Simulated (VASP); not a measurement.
# Si2Mo (MoSi2 type) (I4/mmm) in VASP: further runs

The runs below take Si2Mo (MoSi2 type) through single point, relaxation of cell and atoms, relaxation of shape and atoms at fixed volume, with PBEsol.

All numbers are computed with VASP 6.6.1; they aren't measurements. Logs are shortened: lines on timing, memory, paths and dates and some standing lists are left out, and cuts for length are marked.

## Step 1: The cell of the first run

Symmetry: I4/mmm, No. 139, tetragonal system. The conventional cell has a = 3.120 Å, b = 3.120 Å, c = 7.683 Å, α = 90.00°, β = 90.00°, γ = 90.00°. Within 3.4 Å of Mo (site symmetry 4/mmm) lie 10 Si at 2.55 to 2.57 Å and 4 Mo at 3.12 Å. Si (site symmetry 4mm) has 5 Mo at 2.55 to 2.57 Å and 9 Si at 2.55 to 3.12 Å within 3.4 Å.

## Step 2: Single point, PBEsol

File INCAR:

```
PREC = Accurate
ENCUT = 520
EDIFF = 1E-7
ISMEAR = -1
SIGMA = 0.05
LREAL = F
LASPH = T
NELM = 60
ALGO = Normal
ISIF = 2
LWAVE = F
LCHARG = T
GGA = PS
LELF = T
LVHAR = T
NBANDS = 18
```

File KPOINTS:

```
Automatic mesh
0
Gamma
  14 14 14
```

File POSCAR:

```
Si2Mo
1.0
   -1.5601139337      1.5601139337      3.8417107605
    1.5601139337     -1.5601139337      3.8417107605
    1.5601139337      1.5601139337     -3.8417107605
Mo Si
1 2
Direct
    0.0000000000      0.0000000000      0.0000000000
    0.3342079817      0.3342079817      0.0000000000
   -0.3342079817     -0.3342079817      0.0000000000
```

Potentials or basis: VASP PAW PBE potentials, release 64 (Mo_sv, Si).

Run with:

```console
$ cat potpaw_PBE.64/Mo_sv/POTCAR potpaw_PBE.64/Si/POTCAR > POTCAR
$ mpirun -np 1 vasp_std > vasp.out
```

OUTCAR:

```text
PREC = Accurate
   ENCUT = 520
   EDIFF = 1E-7
   ISMEAR = -1
   LREAL = F
   LASPH = T
   NELM = 60
   ISIF = 2
   GGA = PS

 ion  position               nearest neighbor table
   1  0.000  0.000  0.000-   3 2.55   3 2.55   3 2.55   2 2.55   2 2.55   2 2.55   3 2.55   2 2.55
                             2 2.57   3 2.57
   2  0.334  0.334  0.000-   1 2.55   1 2.55   1 2.55   1 2.55   3 2.55   3 2.56   3 2.56   3 2.56
                             3 2.56   1 2.57
   3  0.666  0.666  0.000-   1 2.55   1 2.55   1 2.55   1 2.55   2 2.55   2 2.56   2 2.56   2 2.56
                             2 2.56   1 2.57

  LATTYP: Found a body centered tetragonal cell.
 ALAT       =     3.1202278674
 C/A-ratio  =     2.4624552589

  Lattice vectors:

 A1 = (  -1.5601139337,   1.5601139337,   3.8417107605)
 A2 = (   1.5601139337,  -1.5601139337,   3.8417107605)
 A3 = (   1.5601139337,   1.5601139337,  -3.8417107605)

Analysis of symmetry for initial positions (statically):
=====================================================================
 Subroutine PRICEL returns:
 Original cell was already a primitive cell.

 Routine SETGRP: Setting up the symmetry group for a
 body centered tetragonal supercell.

 Subroutine GETGRP returns: Found 16 space group operations
 (whereof 16 operations were pure point group operations)
 out of a pool of 16 trial point group operations.

The static configuration has the point symmetry D_4h.

Analysis of symmetry for dynamics (positions and initial velocities):
=====================================================================
 Subroutine PRICEL returns:
 Original cell was already a primitive cell.

 Routine SETGRP: Setting up the symmetry group for a
 body centered tetragonal supercell.

 Subroutine GETGRP returns: Found 16 space group operations
 (whereof 16 operations were pure point group operations)
 out of a pool of 16 trial point group operations.

The dynamic configuration has the point symmetry D_4h.

 Subroutine INISYM returns: Found 16 space group operations
 (whereof 16 operations are pure point group operations),
 and found     1 'primitive' translations

----------------------------------------------------------------------------------------

                                     Primitive cell

  volume of cell :      37.4022

  direct lattice vectors                    reciprocal lattice vectors
    -1.560113934  1.560113934  3.841710760     0.000000000  0.320489414  0.130150350
     1.560113934 -1.560113934  3.841710760     0.320489414  0.000000000  0.130150350
     1.560113934  1.560113934 -3.841710760     0.320489414  0.320489414  0.000000000

  length of vectors
     4.430197799  4.430197799  4.430197799     0.345908337  0.345908337  0.453240476

  position of ions in fractional coordinates (direct lattice)
     0.000000000  0.000000000  0.000000000
     0.334207982  0.334207982  0.000000000
     0.665792018  0.665792018  0.000000000

  ion indices of the primitive-cell ions
   primitive index   ion index
                 1           1
                 2           2
                 3           3

----------------------------------------------------------------------------------------

 KPOINTS: Automatic mesh

Automatic generation of k-mesh.
 Grid dimensions read from file:
 generate k-points for:   14   14   14

 Generating k-lattice:

  Cartesian coordinates                     Fractional coordinates (reciprocal lattice)
     0.000000000  0.022892101  0.009296454     0.071428571 -0.000000000  0.000000000
     0.022892101  0.000000000  0.009296454    -0.000000000  0.071428571  0.000000000
     0.022892101  0.022892101  0.000000000     0.000000000  0.000000000  0.071428571

  Length of vectors
     0.024707738  0.024707738  0.032374320

  Shift w.r.t. Gamma in fractional coordinates (k-lattice)
     0.000000000  0.000000000  0.000000000

 Subroutine IBZKPT returns following result:
 ===========================================

 Found    244 irreducible k-points:

 Following reciprocal coordinates:
            Coordinates               Weight
  0.000000  0.000000  0.000000      1.000000
  0.071429 -0.000000  0.000000      8.000000
  0.142857  0.000000  0.000000      8.000000
  0.214286  0.000000 -0.000000      8.000000
  0.285714  0.000000  0.000000      8.000000
  0.357143 -0.000000  0.000000      8.000000
[... 16 lines left out ...]
  0.214286  0.142857 -0.000000     16.000000
  0.285714  0.142857  0.000000     16.000000
 [... further k-points ...]
   k-points           NKPTS =    244   k-points in BZ     NKDIM =    244   number of bands    NBANDS=     18
   number of dos      NEDOS =    301   number of ions     NIONS =      3
   total plane-waves  NPLWV =  46656
   dimension x,y,z NGX =    36 NGY =   36 NGZ =   36
   dimension x,y,z NGXF=    72 NGYF=   72 NGZF=   72
   ions per type =               1   2
   NGX,Y,Z   is equivalent  to a cutoff of  13.51, 13.51, 13.51 a.u.
   NGXF,Y,Z  is equivalent  to a cutoff of  27.02, 27.02, 27.02 a.u.
 SYSTEM =  unknown system
   PREC   = accura    normal or accurate (medium, high low for compatibility)
   ISTART =      0    job   : 0-new  1-cont  2-samecut
   ICHARG =      2    charge: 1-file 2-atom 10-const
   ISPIN  =      1    spin polarized calculation?
   LNONCOLLINEAR =      F non collinear calculations
   LSORBIT =      F    spin-orbit coupling
   LASPH  =      T    aspherical Exc in radial PAW
   ENCUT  =  520.0 eV  38.22 Ry    6.18 a.u.   8.24  8.24  8.24*2*pi/ulx,y,z
   NELM   =     60;   NELMIN=  2; NELMDL= -5     # of ELM steps
   EDIFF  = 0.1E-06   stopping-criterion for ELM
   LREAL  =      F    real-space projection
   EDIFFG = 0.1E-05   stopping-criterion for IOM
   NSW    =      0    number of steps for IOM
   IBRION =     -1    ionic relax: 0-MD 1-quasi-New 2-CG
   NFREE  =      0    steps in history (QN), initial steepest desc. (CG)
   ISIF   =      2    stress and relaxation
   ISYM   =      2    0-nonsym 1-usesym 2-fastsym
   POTIM  = 0.5000    time-step for ionic-motion
   TEBEG  =    0.0;   TEEND  =   0.0 temperature during run
   PSTRESS=    0.0 pullay stress
   NELECT =      22.0000    total number of electrons
   NUPDOWN=      -1.0000    fix difference up-down
   EMIN   =  10.00;   EMAX   =-10.00  energy-range for DOS
   EFERMI =   0.00;   METHOD = LEGACY
   ISMEAR =    -1;   SIGMA  =   0.05  broadening in eV -4-tet -1-fermi 0-gaus
   EFERMI_NEDOS =   21; number of points for ismear=-14 and -15
   IALGO  =     38    algorithm
   IMIX   =      4    mixing-type and parameters
     AMIX     =   0.40;   BMIX     =  1.00
     AMIX_MAG =   1.60;   BMIX_MAG =  1.00
  volume/ion in A,a.u.               =      12.47        84.13
  Fermi-wavevector in a.u.,A,eV,Ry     =   1.371671  2.592082 25.599108  1.881481
  Thomas-Fermi vector in A             =   2.497347
   LORBIT       =      0    0 simple, 1 ext, 2 COOP (PROOUT), +10 PAW based schemes
   GGA     = PS    functional components
   LHFCALC =     F    Hartree Fock is set to
   AEXX    =    0.0000 exact exchange contribution
   IVDW    =     0    specifies the selected vdW correction
   LEPSILON=     F    determine dielectric tensor
   LRPA    =     F    only Hartree local field effects (RPA)
 non-spin polarized calculation
  energy-cutoff  :      520.00
  volume of cell :       37.40
 maximum number of plane-waves:      1023
 NGX is ok and might be reduce to    36

 number of electron      22.0000000 magnetization

 Free energy of the ion-electron system (eV)
  ---------------------------------------------------
  ext. energy  EPLUGINS =         0.00000000
  ---------------------------------------------------
  free energy    TOTEN  =       -24.96308310 eV

  energy without entropy =      -24.96092487  energy(sigma->0) =      -24.96200399

 E-fermi :  13.3153     XC(G=0): -12.8607

 val. band max:       13.2675573598   @ k =  -0.3571  -0.4286   0.3571
 cond. band min:      13.3158020980   @ k =   0.5000   0.5000   0.2857
 fundamental gap:      0.0482447381
 Fermi energy:        13.3153090565

 k-point     1 :       0.0000    0.0000    0.0000
  band No.  band energies     occupation
      1     -47.2258      2.00000
      2     -21.4738      2.00000
      3     -21.3359      2.00000
      4     -21.3359      2.00000
      5      -0.7036      2.00000
      6       6.4461      2.00000
[... 10 lines left out ...]
     17      18.8400      0.00000
     18      18.8400      0.00000

 k-point     2 :       0.0714   -0.0000    0.0000
  band No.  band energies     occupation
      1     -47.2245      2.00000
      2     -21.4725      2.00000
      3     -21.3535      2.00000
      4     -21.3343      2.00000
      5      -0.6039      2.00000
      6       6.4685      2.00000
[... 10 lines left out ...]
     17      18.9093      0.00000
     18      19.4105      0.00000

 k-point     3 :       0.1429    0.0000    0.0000
  band No.  band energies     occupation
      1     -47.2207      2.00000
      2     -21.4688      2.00000
      3     -21.4026      2.00000
      4     -21.3297      2.00000
      5      -0.3089      2.00000
      6       6.5036      2.00000
[... 10 lines left out ...]
     17      19.3538      0.00000
     18      20.5592      0.00000

 k-point     4 :       0.2143    0.0000   -0.0000
  band No.  band energies     occupation
      1     -47.2153      2.00000
      2     -21.4739      2.00000
      3     -21.4623      2.00000
      4     -21.3231      2.00000
      5       0.1682      2.00000
      6       6.4151      2.00000
[... 375 lines left out ...]
      4     -21.3914      2.00000
      5       0.1775      2.00000
      6       6.1417      2.00000
[... 10 lines left out ...]
     17      20.4584      0.00000
     18      20.7903      0.00000

 k-point    23 :       0.2143    0.1429   -0.0000
  band No.  band energies     occupation
      1     -47.2103      2.00000
      2     -21.4682      2.00000
      3     -21.4582      2.00000
      4     -21.3878      2.00000
      5       0.6793      2.00000
      6       5.9663      2.00000
[... 10 lines left out ...]
     17      20.3205      0.00000
     18      21.9022      0.00000

 k-point    24 :       0.2857    0.1429    0.0000
  band No.  band energies     occupation
      1     -47.2043      2.00000
      2     -21.5416      2.00000
      3     -21.4540      2.00000
      4     -21.3796      2.00000
      5       1.3240      2.00000
      6       5.6663      2.00000
[... 10 lines left out ...]
     17      20.9066      0.00000
     18      22.1544      0.00000

 [... further k-points ...]
[... 5 lines left out ...]
  --------------------------------------------------------------------------------------
  -------------------------------------------------------------------------------------
  Total        3.7421405      3.7421405      3.7475484      0.0000000     -0.0000000      0.0000000
  in kB      160.2999473    160.2999473    160.5316025      0.0000000     -0.0000000      0.0000000
  external PRESSURE =     160.3771657 kB  Pullay stress =       0.0000000 kB

 VOLUME and BASIS-vectors are now :
 -----------------------------------------------------------------------------
  energy-cutoff  :      520.00
  volume of cell :       37.40
      direct lattice vectors                 reciprocal lattice vectors
    -1.560113934  1.560113934  3.841710760     0.000000000  0.320489414  0.130150350
     1.560113934 -1.560113934  3.841710760     0.320489414  0.000000000  0.130150350
     1.560113934  1.560113934 -3.841710760     0.320489414  0.320489414  0.000000000

 POSITION                                       TOTAL-FORCE (eV/Angst)
 -----------------------------------------------------------------------------------
      0.00000      0.00000      0.00000        -0.000000     -0.000000      0.000000
      0.00000      0.00000      2.56786         0.000000      0.000000     -0.006645
      0.00000      0.00000      5.11556        -0.000000     -0.000000      0.006645
 -----------------------------------------------------------------------------------
    total drift:                               -0.000000     -0.000000      0.000000

  FREE ENERGIE OF THE ION-ELECTRON SYSTEM (eV)
  ---------------------------------------------------
  free  energy   TOTEN  =       -24.9630830992 eV

  energy  without entropy=      -24.9609248710  energy(sigma->0) =      -24.96200399
```

It took 4.8 min on 1 thread of Intel Xeon Platinum 8375C at 2.90GHz (Ice Lake), shared host; peak memory 0.31 GiB.

What came out:

| Quantity | Value |
| --- | --- |
| Free energy | -24.9631 eV |
| Pressure | 16.0 GPa |
| Largest force | 0.007 eV/Å |
| Band gap on the k mesh | zero (band 11 reaches 13.88 eV, above the bottom of band 12 at 12.86 eV) |

Forces on the atoms (eV/Å):
```
Mo   0.000  0.000  0.000
Si   0.000  0.000 -0.007
Si   0.000  0.000  0.007
```

Levels at points of the mesh, in eV from the Fermi level:
| k point | band 7 | band 8 | band 9 | band 10 | band 11 | band 12 | band 13 | band 14 | band 15 | band 16 |
| --- | --- | --- | --- | --- | --- | --- | --- | --- | --- | --- |
| (0.00, 0.00, 0.00) | -3.45 | -3.37 | -2.83 | -2.83 | 0.44 | 2.86 | 3.63 | 3.82 | 3.82 | 4.43 |
| (0.50, 0.00, 0.00) | -5.29 | -4.70 | -2.88 | -2.76 | -0.61 | 2.53 | 3.23 | 4.35 | 4.62 | 5.65 |
| (0.50, 0.50, 0.00) | -5.99 | -5.18 | -4.75 | -3.40 | -1.17 | 2.59 | 3.06 | 3.36 | 3.50 | 4.82 |
| (0.50, 0.50, 0.50) | -3.98 | -2.47 | -0.65 | -0.65 | -0.45 | -0.45 | 0.59 | 4.93 | 5.99 | 6.02 |

Caveat: the PAW data sets were made with another functional, which shifts forces and pressure a little.

## Step 3: Single point, PBEsol

File INCAR:

```
SYSTEM = Si2Mo
PREC = Accurate ; ENCUT = 520
EDIFF = 1E-6 ; ISMEAR = -1
SIGMA = 0.05 ; LREAL = .FALSE.
LASPH = .TRUE. ; NELM = 80
ALGO = Normal ; ISIF = 2
LWAVE = .FALSE. ; LCHARG = .TRUE.
GGA = PS ; LELF = .TRUE.
LVHAR = .TRUE. ; NBANDS = 18
```

File KPOINTS:

```
Automatic mesh
0
G
  14 14 14
  0 0 0
```

POSCAR is that of step 2.

Potentials or basis: VASP PAW PBE potentials, release 64 (Mo_sv, Si).

Run with:

```console
$ cat potpaw_PBE.64/Mo_sv/POTCAR potpaw_PBE.64/Si/POTCAR > POTCAR
$ mpirun -np 1 vasp_std > vasp.out
```

Run time: 5.2 min. Hardware: 1 thread of Intel Xeon Platinum 8375C at 2.90GHz (Ice Lake), shared host; peak memory 0.31 GiB.

The run converged. Its results:

| Property | Result |
| --- | --- |
| Free energy | -24.9631 eV |
| Pressure | 16.0 GPa |
| Largest force | 0.007 eV/Å |
| Band gap on the k mesh | zero (band 11 reaches 13.88 eV, above the bottom of band 12 at 12.86 eV) |

Forces in eV/Å, atoms in the order of the input:
```
Mo   0.000  0.000  0.000
Si   0.000  0.000 -0.007
Si   0.000  0.000  0.007
```

Levels at points of the mesh, in eV from the Fermi level:
| k point | band 8 | band 9 | band 10 | band 11 | band 12 | band 13 | band 14 | band 15 |
| --- | --- | --- | --- | --- | --- | --- | --- | --- |
| (0.00, 0.00, 0.00) | -3.37 | -2.83 | -2.83 | 0.44 | 2.86 | 3.63 | 3.82 | 3.82 |
| (0.50, 0.00, 0.00) | -4.70 | -2.88 | -2.76 | -0.61 | 2.53 | 3.23 | 4.35 | 4.62 |
| (0.50, 0.50, 0.00) | -5.18 | -4.75 | -3.40 | -1.17 | 2.59 | 3.06 | 3.36 | 3.50 |
| (0.50, 0.50, 0.50) | -2.47 | -0.65 | -0.65 | -0.45 | -0.45 | 0.59 | 4.93 | 5.99 |

Caveat: the PAW data sets were made with another functional, which shifts forces and pressure a little.

## Step 4: Single point, PBEsol

This run uses another cell than the first one, of 13.26 Å³/atom, 1.064 times its volume.

File INCAR:

```
ALGO = Normal
EDIFF = 1E-6
ENCUT = 520
GGA = PS
ISIF = 2
ISMEAR = -1
LASPH = T
LCHARG = F
LREAL = F
LWAVE = F
NBANDS = 18
NELM = 60
PREC = Accurate
SIGMA = 0.05
```

File KPOINTS:

```
k-points
0
Gamma
  14 14 14
```

File POSCAR:

```
Si2Mo
1.0
   -1.5949805018      1.5949805018      3.9101974232
    1.5949805018     -1.5949805018      3.9101974232
    1.5949805018      1.5949805018     -3.9101974232
Mo Si
1 2
Direct
    0.0000000000      0.0000000000      0.0000000000
    0.3350738262      0.3350738262      0.0000000000
   -0.3350738262     -0.3350738262      0.0000000000
```

Run with:

```console
$ cat potpaw_PBE.64/Mo_sv/POTCAR potpaw_PBE.64/Si/POTCAR > POTCAR
$ mpirun -np 1 vasp_std > vasp.out
```

Run time: 4.7 min. Hardware: 1 thread of Intel Xeon Platinum 8375C at 2.90GHz (Ice Lake), shared host; peak memory 0.32 GiB.

The run converged. Its results:

| Quantity | Value |
| --- | --- |
| Free energy | -25.0800 eV |
| Pressure | 0.4 GPa |
| Largest force | 0.005 eV/Å |
| Band gap on the k mesh | zero (band 11 reaches 12.83 eV, above the bottom of band 12 at 11.88 eV) |

Forces on the atoms (eV/Å):
```
Mo   0.000  0.000  0.000
Si   0.000  0.000 -0.005
Si   0.000  0.000  0.005
```

Levels at points of the mesh, in eV from the Fermi level:
```tsv
k point	band 7	band 8	band 9	band 10	band 11	band 12	band 13	band 14	band 15	band 16
(0.00, 0.00, 0.00)	-3.41	-3.15	-2.65	-2.65	0.37	3.12	3.22	3.55	3.55	4.13
(0.50, 0.00, 0.00)	-5.03	-4.53	-2.64	-2.62	-0.53	2.28	3.12	4.14	4.21	5.50
(0.50, 0.50, 0.00)	-5.70	-5.19	-4.49	-3.12	-1.23	2.33	2.76	3.17	3.36	4.74
(0.50, 0.50, 0.50)	-3.64	-2.25	-0.60	-0.60	-0.47	-0.47	0.51	4.76	5.25	6.00
```

Caveat: the PAW data sets were made with another functional, which shifts forces and pressure a little.

## Step 5: Relaxation of cell and atoms, PBEsol

This run uses another cell than the first one, of 12.17 Å³/atom, 0.976 times its volume.

File INCAR:

```
PREC = Accurate ; ENCUT = 600
EDIFF = 1E-7 ; ISMEAR = -1
SIGMA = 0.05 ; LREAL = F
LASPH = T ; NELM = 60
ALGO = Normal ; ISIF = 3
LWAVE = F ; LCHARG = F
GGA = PS ; IBRION = 2
NSW = 60 ; EDIFFG = -0.005
```

File KPOINTS:

```
regular mesh
0
Gamma
  14 14 14
```

File POSCAR:

```
Si2Mo
1.0
   -1.5502181398      1.5502181398      3.7980344424
    1.5502181398     -1.5502181398      3.7980344424
    1.5502181398      1.5502181398     -3.7980344424
Mo Si
1 2
Direct
    0.0000000000      0.0000000000      0.0000000000
    0.3350000000      0.3350000000      0.0000000000
   -0.3350000000     -0.3350000000      0.0000000000
```

Run with:

```console
$ cat potpaw_PBE.64/Mo_sv/POTCAR potpaw_PBE.64/Si/POTCAR > POTCAR
$ mpirun -np 1 vasp_std > vasp.out
```

Run time: 34 min. Hardware: 1 thread of Oxide Virtual Turin-like, shared host; peak memory 0.31 GiB.

Results (log left out):

```
Free energy                            : -25.0785 eV
Relaxed volume                         : 13.29 Å³/atom
Relaxed cell                           : a = 4.517 Å, b = 4.517 Å, c = 4.517 Å, α = 138.62°, β = 138.62°, γ = 59.96°
Space group after relaxing (to 0.05 Å) : I4/mmm (No. 139)
Energy gained by relaxing              : 76.1 meV/atom
Ionic steps                            : 10
Pressure after relaxing                : 0.0 GPa
Band gap on the k mesh                 : zero (band 11 reaches 12.81 eV, above the bottom of band 12 at 11.85 eV)
```

Step by step:
```csv
step,energy change (eV),largest force (eV/Å),pressure (GPa),volume (Å³)
1,0.0000,0.2171,23.63,36.51
2,0.4200,0.4751,-25.08,46.84
3,-0.2269,0.1079,-0.88,39.99
4,-0.2275,0.0964,-0.03,39.84
5,-0.2274,0.0911,0.35,39.77
6,-0.2283,0.0124,0.25,39.82
7,-0.2283,0.0237,0.27,39.81
8,-0.2283,0.0077,-0.34,39.92
9,-0.2284,0.0149,-0.07,39.87
10,-0.2284,0.0014,0.01,39.86
```

Final structure:
```cif
data_structure
_symmetry_space_group_name_H-M 'P 1'
_symmetry_Int_Tables_number 1
_cell_length_a 4.5167
_cell_length_b 4.5167
_cell_length_c 4.5167
_cell_angle_alpha 138.617
_cell_angle_beta 138.617
_cell_angle_gamma 59.959
_cell_volume 39.86
loop_
_atom_site_label
_atom_site_type_symbol
_atom_site_fract_x
_atom_site_fract_y
_atom_site_fract_z
_atom_site_occupancy
Mo1 Mo 0.00000 0.00000 0.00000 1
Si1 Si 0.33506 0.33506 0.00000 1
Si2 Si 0.66494 0.66494 0.00000 1
```

Levels at points of the mesh, in eV from the Fermi level:
```
           k point  band 9  band 10  band 11  band 12  band 13  band 14
(0.00, 0.00, 0.00)   -2.65    -2.65     0.37     3.12     3.21     3.54
(0.50, 0.00, 0.00)   -2.63    -2.61    -0.53     2.27     3.12     4.13
(0.50, 0.50, 0.00)   -4.49    -3.11    -1.23     2.32     2.75     3.17
(0.50, 0.50, 0.50)   -0.60    -0.60    -0.47    -0.47     0.51     4.75
```

Caveat: the PAW data sets were made with another functional, which shifts forces and pressure a little.

(Continued in part 2 of 2.)
